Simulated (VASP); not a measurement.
# Hf12H (a cell with a defect) in VASP: single point with LDA

Aim: the single point of Hf12H (a cell with a defect) with LDA.

All numbers are computed with VASP 6.6.1; they aren't measurements. Logs are shortened: lines on timing, memory, paths and dates and some standing lists are left out, and cuts for length are marked.

### 1 The cell of the first run

The cell holds a defect, 13 atoms: a = 6.400 Å, b = 9.600 Å, c = 5.062 Å, α = 90.00°, β = 90.00°, γ = 120.00°.

### 2 Single point, LDA

File INCAR:

```
  PREC = Accurate
  ENCUT = 520
  EDIFF = 1E-7
  ISMEAR = -1
  SIGMA = 0.05
  LREAL = F
  LASPH = T
  NELM = 100
  ALGO = Normal
  ISIF = 2
  LWAVE = F
  LCHARG = F
  GGA = CA
  NBANDS = 72
```

File KPOINTS:

```
Automatic mesh
0
Gamma
  3 2 3
```

File POSCAR:

```
Hf12H
1.0
    6.4000000000      0.0000000000      0.0000000000
   -4.8000000000      8.3138440000      0.0000000000
    0.0000000000      0.0000000000      5.0624000000
Hf H
12 1
Direct
    0.0003842435      0.0026927471      0.0057949382
    0.1653204704      0.2213922522      0.5010821820
   -0.0031218935      0.3306928618      0.0064395847
    0.1630949715      0.5489581927      0.5073156302
   -0.0084286479      0.6628463410     -0.0020726842
    0.1596513058      0.8936148118      0.5092026567
    0.5020214826      0.0053955436     -0.0065508360
    0.6688176815      0.2244293074      0.4952969661
    0.5010071127      0.3337874016      0.0018904020
    0.6660151898      0.5532840212      0.4952579681
    0.5064106886      0.6621064247     -0.0086537199
    0.6758359230      0.8933402159      0.5022840177
    0.3304118720      0.7765612792      0.7569987943
```

Potentials or basis: VASP PAW LDA potentials, release 64 (Hf_pv, H).

Command:

```sh
$ cat potpaw_LDA.64/Hf_pv/POTCAR potpaw_LDA.64/H/POTCAR > POTCAR
$ mpirun -np 1 vasp_std > vasp.out
```

OUTCAR:

```text
PREC = Accurate
   ENCUT = 520
   EDIFF = 1E-7
   ISMEAR = -1
   LREAL = F
   LASPH = T
   NELM = 100
   ISIF = 2
   GGA = CA

 ion  position               nearest neighbor table
   1  0.000  0.003  0.006-   6 3.09  12 3.09   2 3.10   6 3.11  12 3.12   2 3.14   3 3.16   9 3.19
                             7 3.20   7 3.20  11 3.22   5 3.23
   2  0.165  0.221  0.501-   1 3.10   3 3.11   6 3.13   1 3.14   9 3.14  12 3.14   9 3.14   4 3.15
                             3 3.15   8 3.19  10 3.20   8 3.21
   3  0.997  0.331  0.006-   8 3.07   2 3.11   4 3.11   4 3.12   7 3.15   2 3.15   1 3.16   8 3.16
                             9 3.19   5 3.21   9 3.21  11 3.22
   4  0.163  0.549  0.507-  13 2.28  11 3.10   3 3.11   3 3.12   5 3.13   8 3.14   2 3.15  10 3.20
                             5 3.20  10 3.20  11 3.23  12 3.29   6 3.32
   5  0.992  0.663  0.998-  13 2.24  10 3.10  11 3.10  10 3.12   4 3.13   6 3.13   9 3.15   4 3.20
                             3 3.21   6 3.22   1 3.23   7 3.28  11 3.30
   6  0.160  0.894  0.509-  13 2.29   1 3.09  12 3.10   7 3.10   1 3.11   2 3.13   5 3.13  10 3.22
                             8 3.22   5 3.22   7 3.23  12 3.31   4 3.32
   7  0.502  0.005  0.993-  13 2.25   6 3.10   8 3.11   8 3.13  12 3.13   3 3.15   9 3.16  12 3.20
                             1 3.20   1 3.20   6 3.23   5 3.28  11 3.31
   8  0.669  0.224  0.495-   3 3.07   9 3.10   7 3.11   7 3.13   4 3.14   9 3.16   3 3.16  10 3.17
                             2 3.19  12 3.20   2 3.21   6 3.22
   9  0.501  0.334  0.002-  10 3.09   8 3.10  11 3.14   2 3.14   2 3.14  10 3.15   5 3.15   8 3.16
                             7 3.16   3 3.19   1 3.19   3 3.21
  10  0.666  0.553  0.495-  11 3.08   9 3.09   5 3.10  11 3.12   5 3.12   9 3.15   8 3.17   2 3.20
                             4 3.20   4 3.20   6 3.22  12 3.23
  11  0.506  0.662  0.991-  13 2.26  10 3.08   5 3.10   4 3.10  10 3.12  12 3.13   9 3.14   1 3.22
                            12 3.22   3 3.22   4 3.23   5 3.30   7 3.31
  12  0.676  0.893  0.502-  13 2.31   1 3.09   6 3.10   1 3.12   7 3.13  11 3.13   2 3.14   7 3.20
                             8 3.20  11 3.22  10 3.23   4 3.29   6 3.31
  13  0.330  0.777  0.757-   5 2.24   7 2.25  11 2.26   4 2.28   6 2.29  12 2.31

  LATTYP: Found a simple monoclinic cell.
 ALAT       =     6.4000000000
 B/A-ratio  =     0.7910000000
 C/A-ratio  =     1.3228756745
 COS(beta)  =    -0.1889822338

  Lattice vectors:

 A1 = (   6.4000000000,   0.0000000000,   0.0000000000)
 A2 = (   0.0000000000,   0.0000000000,   5.0624000000)
 A3 = (  -1.6000000000,  -8.3138440000,   0.0000000000)

Analysis of symmetry for initial positions (statically):
=====================================================================
 Subroutine PRICEL returns:
 Original cell was already a primitive cell.

 Routine SETGRP: Setting up the symmetry group for a
 simple monoclinic supercell.

 Subroutine GETGRP returns: Found  1 space group operations
 (whereof  1 operations were pure point group operations)
 out of a pool of  4 trial point group operations.

The static configuration has the point symmetry C_1 .

Analysis of symmetry for dynamics (positions and initial velocities):
=====================================================================
 Subroutine PRICEL returns:
 Original cell was already a primitive cell.

 Routine SETGRP: Setting up the symmetry group for a
 simple monoclinic supercell.

 Subroutine GETGRP returns: Found  1 space group operations
 (whereof  1 operations were pure point group operations)
 out of a pool of  4 trial point group operations.

The dynamic configuration has the point symmetry C_1 .

 Subroutine INISYM returns: Found  1 space group operations
 (whereof  1 operations are pure point group operations),
 and found     1 'primitive' translations

----------------------------------------------------------------------------------------

                                     Primitive cell

  volume of cell :     269.3632

  direct lattice vectors                    reciprocal lattice vectors
     6.400000000  0.000000000  0.000000000     0.156250000  0.090210978  0.000000000
    -4.800000000  8.313844000  0.000000000     0.000000000  0.120281304  0.000000000
     0.000000000  0.000000000  5.062400000     0.000000000  0.000000000  0.197534766

  length of vectors
     6.400000000  9.600000107  5.062400000     0.180421958  0.120281304  0.197534766

  position of ions in fractional coordinates (direct lattice)
     0.000384244  0.002692747  0.005794938
     0.165320470  0.221392252  0.501082182
     0.996878106  0.330692862  0.006439585
     0.163094972  0.548958193  0.507315630
     0.991571352  0.662846341  0.997927316
     0.159651306  0.893614812  0.509202657
     0.502021483  0.005395544  0.993449164
[... 36 lines left out ...]
     0.000000000  0.000000000  0.065844922     0.000000000  0.000000000  0.333333333

  Length of vectors
     0.060140653  0.060140652  0.065844922

  Shift w.r.t. Gamma in fractional coordinates (k-lattice)
     0.000000000  0.000000000  0.000000000

 -----------------------------------------------------------------------------
|                                                                             |
|           W    W    AA    RRRRR   N    N  II  N    N   GGGG   !!!           |
|           W    W   A  A   R    R  NN   N  II  NN   N  G    G  !!!           |
|           W    W  A    A  R    R  N N  N  II  N N  N  G       !!!           |
|           W WW W  AAAAAA  RRRRR   N  N N  II  N  N N  G  GGG   !            |
|           WW  WW  A    A  R   R   N   NN  II  N   NN  G    G                |
|           W    W  A    A  R    R  N    N  II  N    N   GGGG   !!!           |
|                                                                             |
|     Your reciprocal lattice and k-lattice belong to different lattice       |
|     classes:                                                                |
|                                                                             |
|        The reciprocal lattice is simple monoclinic,                         |
|        whereas your k-lattice is hexagonal.                                 |
|                                                                             |
|     Results are often still useful ...                                      |
|                                                                             |
 -----------------------------------------------------------------------------

 Subroutine IBZKPT returns following result:
 ===========================================

 Found     10 irreducible k-points:

 Following reciprocal coordinates:
            Coordinates               Weight
  0.000000  0.000000  0.000000      1.000000
  0.333333  0.000000  0.000000      2.000000
  0.000000  0.500000  0.000000      1.000000
  0.333333  0.500000  0.000000      2.000000
  0.000000  0.000000  0.333333      2.000000
  0.333333  0.000000  0.333333      2.000000
 -0.333333 -0.000000  0.333333      2.000000
  0.000000  0.500000  0.333333      2.000000
  0.333333  0.500000  0.333333      2.000000
 -0.333333  0.500000  0.333333      2.000000
   k-points           NKPTS =     10   k-points in BZ     NKDIM =     10   number of bands    NBANDS=     72
   number of dos      NEDOS =    301   number of ions     NIONS =     13
   total plane-waves  NPLWV = 138240
   dimension x,y,z NGX =    48 NGY =   72 NGZ =   40
   dimension x,y,z NGXF=    96 NGYF=  144 NGZF=   80
   ions per type =              12   1
   NGX,Y,Z   is equivalent  to a cutoff of  12.47, 12.47, 13.14 a.u.
   NGXF,Y,Z  is equivalent  to a cutoff of  24.94, 24.94, 26.27 a.u.
 SYSTEM =  unknown system
   PREC   = accura    normal or accurate (medium, high low for compatibility)
   ISTART =      0    job   : 0-new  1-cont  2-samecut
   ICHARG =      2    charge: 1-file 2-atom 10-const
   ISPIN  =      1    spin polarized calculation?
   LNONCOLLINEAR =      F non collinear calculations
   LSORBIT =      F    spin-orbit coupling
   LASPH  =      T    aspherical Exc in radial PAW
   ENCUT  =  520.0 eV  38.22 Ry    6.18 a.u.  11.90 17.85  9.41*2*pi/ulx,y,z
   NELM   =    100;   NELMIN=  2; NELMDL= -5     # of ELM steps
   EDIFF  = 0.1E-06   stopping-criterion for ELM
   LREAL  =      F    real-space projection
   EDIFFG = 0.1E-05   stopping-criterion for IOM
   NSW    =      0    number of steps for IOM
   IBRION =     -1    ionic relax: 0-MD 1-quasi-New 2-CG
   NFREE  =      0    steps in history (QN), initial steepest desc. (CG)
   ISIF   =      2    stress and relaxation
   ISYM   =      2    0-nonsym 1-usesym 2-fastsym
   POTIM  = 0.5000    time-step for ionic-motion
   TEBEG  =    0.0;   TEEND  =   0.0 temperature during run
   PSTRESS=    0.0 pullay stress
   NELECT =     121.0000    total number of electrons
   NUPDOWN=      -1.0000    fix difference up-down
   EMIN   =  10.00;   EMAX   =-10.00  energy-range for DOS
   EFERMI =   0.00;   METHOD = LEGACY
   ISMEAR =    -1;   SIGMA  =   0.05  broadening in eV -4-tet -1-fermi 0-gaus
   EFERMI_NEDOS =   21; number of points for ismear=-14 and -15
   IALGO  =     38    algorithm
   IMIX   =      4    mixing-type and parameters
     AMIX     =   0.40;   BMIX     =  1.00
     AMIX_MAG =   1.60;   BMIX_MAG =  1.00
  volume/ion in A,a.u.               =      20.72       139.83
  Fermi-wavevector in a.u.,A,eV,Ry     =   1.253787  2.369314 21.388120  1.571982
  Thomas-Fermi vector in A             =   2.387623
   LORBIT       =      0    0 simple, 1 ext, 2 COOP (PROOUT), +10 PAW based schemes
   GGA     = CA    functional components
   LHFCALC =     F    Hartree Fock is set to
   AEXX    =    0.0000 exact exchange contribution
   IVDW    =     0    specifies the selected vdW correction
   LEPSILON=     F    determine dielectric tensor
   LRPA    =     F    only Hartree local field effects (RPA)
 non-spin polarized calculation
  energy-cutoff  :      520.00
  volume of cell :      269.36
 maximum number of plane-waves:      7282
   NGX = 23   NGY = 35   NGZ = 19

 number of electron     121.0000002 magnetization

 Free energy of the ion-electron system (eV)
  ---------------------------------------------------
  ext. energy  EPLUGINS =         0.00000000
  ---------------------------------------------------
  free energy    TOTEN  =      -131.61054444 eV

  energy without entropy =     -131.48396973  energy(sigma->0) =     -131.54725708

 E-fermi :   4.8430     XC(G=0): -11.4997

 val. band max:        4.8404522060   @ k =   0.0000   0.5000   0.3333
 cond. band min:       4.8455681621   @ k =   0.0000   0.5000   0.0000
 fundamental gap:      0.0051159561
 Fermi energy:         4.8429913547

 k-point     1 :       0.0000    0.0000    0.0000
  band No.  band energies     occupation
      1     -26.1138      2.00000
      2     -25.9518      2.00000
      3     -25.9031      2.00000
      4     -25.8750      2.00000
      5     -25.8636      2.00000
      6     -25.8465      2.00000
[... 739 lines left out ...]
     71       5.5811      0.00000
     72       6.0057      0.00000

------------------------ aborting loop because EDIFF is reached ----------------------------------------

  FORCE on cell =-STRESS in cart. coord.  units (eV):
  Direction    XX          YY          ZZ          XY          YZ          ZX
  --------------------------------------------------------------------------------------
  -------------------------------------------------------------------------------------
  Total      -11.3947282    -11.4053728    -11.4117745      0.0362199     -0.0908608     -0.1295089
  in kB      -67.7760495    -67.8393633    -67.8774413      0.2154364     -0.5404418     -0.7703216
  external PRESSURE =     -67.8309514 kB  Pullay stress =       0.0000000 kB

 VOLUME and BASIS-vectors are now :
 -----------------------------------------------------------------------------
  energy-cutoff  :      520.00
  volume of cell :      269.36
      direct lattice vectors                 reciprocal lattice vectors
     6.400000000  0.000000000  0.000000000     0.156250000  0.090210978  0.000000000
    -4.800000000  8.313844000  0.000000000     0.000000000  0.120281304  0.000000000
     0.000000000  0.000000000  5.062400000     0.000000000  0.000000000  0.197534766

 POSITION                                       TOTAL-FORCE (eV/Angst)
 -----------------------------------------------------------------------------------
     -0.01047      0.02239      0.02934        -0.005307      0.008139      0.001539
     -0.00463      1.84062      2.53668         0.000013      0.014272     -0.009619
      4.79269      2.74933      0.03260         0.018642     -0.009690      0.011958
     -1.59119      4.56395      2.56823         0.011287      0.023431      0.018985
      3.16439      5.51080      5.05191         0.005734     -0.014877      0.003665
     -3.26758      7.42937      2.57779        -0.001309     -0.014418      0.017471
      3.18704      0.04486      5.02924        -0.009582      0.002819      0.003251
      3.20317      1.86587      2.50739        -0.005870     -0.003048     -0.009589
      1.60427      2.77506      0.00957        -0.013972      0.007839     -0.004311
      1.60673      4.59992      2.50719         0.007654     -0.019888      0.002372
      0.06292      5.50465      5.01859        -0.022516      0.003883     -0.004665
      0.03732      7.42709      2.54276         0.000270     -0.011110      0.022488
     -1.61286      6.45621      3.83223         0.014955      0.012649     -0.053545
 -----------------------------------------------------------------------------------
    total drift:                               -0.000020      0.000096     -0.000071

  FREE ENERGIE OF THE ION-ELECTRON SYSTEM (eV)
  ---------------------------------------------------
  free  energy   TOTEN  =      -131.6105444432 eV

  energy  without entropy=     -131.4839697263  energy(sigma->0) =     -131.54725708
```

Run time: 7.8 min. Hardware: 1 thread of Intel Xeon 8259CL, shared host; peak memory 0.35 GiB.

Results:

```yaml
Free_energy: -131.6105 eV
Pressure: -6.8 GPa
Largest_force: 0.057 eV/Å
Band_gap_on_the_k_mesh: zero (an odd number of electrons rules out a gap without spin polarisation)
```

Forces on the atoms (eV/Å):
```
Hf  -0.005  0.008  0.002
Hf   0.000  0.014 -0.010
Hf   0.019 -0.010  0.012
Hf   0.011  0.023  0.019
Hf   0.006 -0.015  0.004
Hf  -0.001 -0.014  0.017
Hf  -0.010  0.003  0.003
Hf  -0.006 -0.003 -0.010
Hf  -0.014  0.008 -0.004
Hf   0.008 -0.020  0.002
Hf  -0.023  0.004 -0.005
Hf   0.000 -0.011  0.022
H    0.015  0.013 -0.054
```

Levels at points of the mesh, in eV from the Fermi level:
```
           k point  band 57  band 58  band 59  band 60  band 61  band 62  band 63  band 64
(0.00, 0.00, 0.00)    -0.76    -0.64     0.12     0.44     0.56     0.57     0.73     0.74
(0.00, 0.50, 0.00)    -0.42    -0.29    -0.21     0.00     0.14     0.46     0.52     0.67
```

Caveat: the k points lie up to 0.41 Å⁻¹ apart, too coarse for converged energies and pressures of a metal; spin-orbit coupling is left out, which moves the levels of the heavy elements.
